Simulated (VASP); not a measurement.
# Ti4HO in VASP: single point with PBEsol

Aim: the single point of Ti4HO with PBEsol.

Program: VASP 6.6.1. These are calculated values, not measurements. Logs are shortened: lines on timing, memory, paths and dates and some standing lists are left out, and cuts for length are marked.

### 1 The cell of the first run

The cell holds a slab with vacuum, 6 atoms: a = 2.868 Å, b = 2.868 Å, c = 25.964 Å, α = 90.00°, β = 90.00°, γ = 90.00°.

### 2 Single point, PBEsol

INCAR reads:

```
ALGO     = Normal         # electronic algorithm
DIPOL    = 0.5 0.5 0.505
EDIFF    = 1E-6           # SCF threshold, eV
ENCUT    = 520            # plane-wave cutoff, eV
GGA      = PS             # functional
IDIPOL   = 3            
ISIF     = 2              # what is computed and relaxed
ISMEAR   = 0              # smearing method
LASPH    = T              # aspherical terms in the spheres
LCHARG   = F              # write CHGCAR
LDIPOL   = T            
LREAL    = F              # projectors in reciprocal space
LWAVE    = F              # write WAVECAR
NBANDS   = 36             # bands
NELM     = 80             # most SCF steps
PREC     = Accurate       # precision mode
SIGMA    = 0.1            # smearing width, eV
```

KPOINTS reads:

```
k-points
0
Gamma
  10 10 1
```

POSCAR reads:

```
Ti4HO
1.0
    2.8679135953      0.0000000000      0.0000000000
    0.0000000000      2.8679135953      0.0000000000
    0.0000000000      0.0000000000     25.9637634532
Ti O H
4 1 1
Direct
    0.5000000000      0.5000000000      0.3273793499
    0.0000000000      0.0000000000      0.4054851744
    0.5001433789      0.4999122035      0.4841253550
   -0.0001367727      0.0000823389      0.5675602669
    0.5001699743      0.4999037192      0.6039494231
    0.5002054230      0.4999048004      0.6423276000
```

Potentials or basis: VASP PAW PBE potentials, release 64 (Ti_sv, O, H).

Run with:

```console
> cat potpaw_PBE.64/Ti_sv/POTCAR potpaw_PBE.64/O/POTCAR potpaw_PBE.64/H/POTCAR > POTCAR
> mpirun -np 1 vasp_std > vasp.out
```

OUTCAR:

```text
EDIFF = 1E-6
   ENCUT = 520
   GGA = PS
   ISIF = 2
   ISMEAR = 0
   LASPH = T
   LREAL = F
   NELM = 80
   PREC = Accurate

 ion  position               nearest neighbor table
   1  0.500  0.500  0.327-   2 2.87   2 2.87   2 2.87   2 2.87
   2  0.000  0.000  0.405-   1 2.87   1 2.87   1 2.87   1 2.87   3 2.88   3 2.88   3 2.88   3 2.88

   3  0.500  0.500  0.484-   2 2.88   2 2.88   2 2.88   2 2.88
   4  1.000  0.000  0.568-   5 2.24   5 2.24   5 2.24   5 2.24
   5  0.500  0.500  0.604-   6 1.00   4 2.24   4 2.24   4 2.24   4 2.24
   6  0.500  0.500  0.642-   5 1.00

  LATTYP: Found a simple tetragonal cell.
 ALAT       =     2.8679135953
 C/A-ratio  =     9.0531888742

  Lattice vectors:

 A1 = (   2.8679135953,   0.0000000000,   0.0000000000)
 A2 = (   0.0000000000,   2.8679135953,   0.0000000000)
 A3 = (   0.0000000000,   0.0000000000,  25.9637634532)

Analysis of symmetry for initial positions (statically):
=====================================================================
 Subroutine PRICEL returns:
 Original cell was already a primitive cell.

 Routine SETGRP: Setting up the symmetry group for a
 simple tetragonal supercell.

 Subroutine GETGRP returns: Found  1 space group operations
 (whereof  1 operations were pure point group operations)
 out of a pool of 16 trial point group operations.

The static configuration has the point symmetry C_1 .

Analysis of symmetry for dynamics (positions and initial velocities):
=====================================================================
 Subroutine PRICEL returns:
 Original cell was already a primitive cell.

 Routine SETGRP: Setting up the symmetry group for a
 simple tetragonal supercell.

 Subroutine GETGRP returns: Found  1 space group operations
 (whereof  1 operations were pure point group operations)
 out of a pool of 16 trial point group operations.

The dynamic configuration has the point symmetry C_1 .

 Subroutine INISYM returns: Found  1 space group operations
 (whereof  1 operations are pure point group operations),
 and found     1 'primitive' translations

----------------------------------------------------------------------------------------

                                     Primitive cell

  volume of cell :     213.5501

  direct lattice vectors                    reciprocal lattice vectors
     2.867913595  0.000000000  0.000000000     0.348685540  0.000000000  0.000000000
     0.000000000  2.867913595  0.000000000     0.000000000  0.348685540  0.000000000
     0.000000000  0.000000000 25.963763453     0.000000000  0.000000000  0.038515218
[... 105 lines left out ...]
   EMIN   =  10.00;   EMAX   =-10.00  energy-range for DOS
   EFERMI =   0.00;   METHOD = LEGACY
   ISMEAR =     0;   SIGMA  =   0.10  broadening in eV -4-tet -1-fermi 0-gaus
   EFERMI_NEDOS =   21; number of points for ismear=-14 and -15
   IALGO  =     38    algorithm
   IMIX   =      4    mixing-type and parameters
     AMIX     =   0.40;   BMIX     =  1.00
     AMIX_MAG =   1.60;   BMIX_MAG =  1.00
  volume/ion in A,a.u.               =      35.59       240.18
  Fermi-wavevector in a.u.,A,eV,Ry     =   1.041588  1.968315 14.761025  1.084905
  Thomas-Fermi vector in A             =   2.176215
   LORBIT       =      0    0 simple, 1 ext, 2 COOP (PROOUT), +10 PAW based schemes
   GGA     = PS    functional components
   LHFCALC =     F    Hartree Fock is set to
   AEXX    =    0.0000 exact exchange contribution
   IVDW    =     0    specifies the selected vdW correction
   LEPSILON=     F    determine dielectric tensor
   LRPA    =     F    only Hartree local field effects (RPA)
 non-spin polarized calculation
 Gauss-broadening in eV      SIGMA  =   0.10
  energy-cutoff  :      520.00
  volume of cell :      213.55
 maximum number of plane-waves:      5797
 NGX is ok and might be reduce to    24
   NGX = 11   NGY = 11   NGZ = 97

 dipolmoment           0.000000      0.000000      0.206435 electrons x Angstroem

 number of electron      55.0000011 magnetization

 dipolmoment           0.000000      0.000000     -0.087131 electrons x Angstroem

 Free energy of the ion-electron system (eV)
  ---------------------------------------------------
  ext. energy  EPLUGINS =         0.00000000
  ---------------------------------------------------
  free energy    TOTEN  =       -44.14735970 eV

  energy without entropy =      -44.10540045  energy(sigma->0) =      -44.12638008

 E-fermi :   1.1659     XC(G=0):  -5.0941

 val. band max:        1.1567052602   @ k =   0.0000   0.1000   0.0000
 cond. band min:       1.1835791125   @ k =  -0.1000   0.1000   0.0000
 fundamental gap:      0.0268738523
 Fermi energy:         1.1659042115

 k-point     1 :       0.0000    0.0000    0.0000
  band No.  band energies     occupation
      1     -55.8245      2.00000
      2     -55.4513      2.00000
      3     -55.2003      2.00000
      4     -55.0980      2.00000
      5     -32.2134      2.00000
      6     -32.0011      2.00000
[... 925 lines left out ...]
     35       3.0251      0.00000
     36       3.1799      0.00000

 [... further k-points ...]

------------------------ aborting loop because EDIFF is reached ----------------------------------------

 vacuum level on the upper side and lower side of the slab       (xc-potential included)        -0.949         0.854

  FORCE on cell =-STRESS in cart. coord.  units (eV):
  Direction    XX          YY          ZZ          XY          YZ          ZX
  --------------------------------------------------------------------------------------
  -------------------------------------------------------------------------------------
  Total       -4.2478947     -4.2479565     -1.1447615     -0.0000094      0.0023706     -0.0041978
  in kB      -31.8701832    -31.8706464     -8.5886681     -0.0000708      0.0177857     -0.0314946
  external PRESSURE =     -24.1098326 kB  Pullay stress =       0.0000000 kB

 VOLUME and BASIS-vectors are now :
 -----------------------------------------------------------------------------
  energy-cutoff  :      520.00
  volume of cell :      213.55
      direct lattice vectors                 reciprocal lattice vectors
     2.867913595  0.000000000  0.000000000     0.348685540  0.000000000  0.000000000
     0.000000000  2.867913595  0.000000000     0.000000000  0.348685540  0.000000000
     0.000000000  0.000000000 25.963763453     0.000000000  0.000000000  0.038515218

 POSITION                                       TOTAL-FORCE (eV/Angst)
 -----------------------------------------------------------------------------------
      1.43396      1.43396      8.50000         0.000120     -0.000073      0.566879
      0.00000      0.00000     10.52792         0.000595     -0.000358     -0.554279
      1.43437      1.43371     12.56972        -0.001353      0.000818     -0.003295
      2.86752      0.00024     14.73600         0.004430     -0.002582     -0.025744
      1.43444      1.43368     15.68080        -0.003451      0.002074     -0.078965
      1.43455      1.43368     16.67724        -0.000341      0.000121      0.095404
 -----------------------------------------------------------------------------------
    total drift:                               -0.000019      0.000012      0.000866

  FREE ENERGIE OF THE ION-ELECTRON SYSTEM (eV)
  ---------------------------------------------------
  free  energy   TOTEN  =       -44.1473597030 eV

  energy  without entropy=      -44.1054004514  energy(sigma->0) =      -44.12638008

 vacuum level on the upper side and lower side of the slab         3.359         5.276
```

stdout:

```text
POSCAR found type information on POSCAR TiO H
 POSCAR found :  3 types and       6 ions
 scaLAPACK will be used
 -----------------------------------------------------------------------------
|                                                                             |
|                                                                             |
|     You enforced a specific xc type in the INCAR file but a different       |
|     I HOPE YOU KNOW WHAT YOU ARE DOING!                                     |
|                                                                             |
 -----------------------------------------------------------------------------

 LDA part: xc-table for (Slater+PW92), standard interpolation
 POSCAR, INCAR and KPOINTS ok, starting setup
 FFT: planning ... GRIDC
 FFT: planning ... GRID_SOFT
 FFT: planning ... GRID
 WAVECAR not read
 entering main loop
```

Wall time 18 min (1 thread of Intel Xeon 8259CL, shared host); peak memory 0.53 GiB.

What came out:

| Quantity | Value |
| --- | --- |
| Free energy | -44.1474 eV |
| Largest force | 0.567 eV/Å |

Forces on the atoms (eV/Å):
```
Ti   0.000  0.000  0.567
Ti   0.001  0.000 -0.554
Ti  -0.001  0.001 -0.003
Ti   0.004 -0.003 -0.026
O   -0.003  0.002 -0.079
H    0.000  0.000  0.095
```

Caveat: the PAW data sets were made with another functional, which shifts forces and pressure a little; an odd number of electrons without spin polarisation forces a metal; a magnetic or distorted state may lie lower.
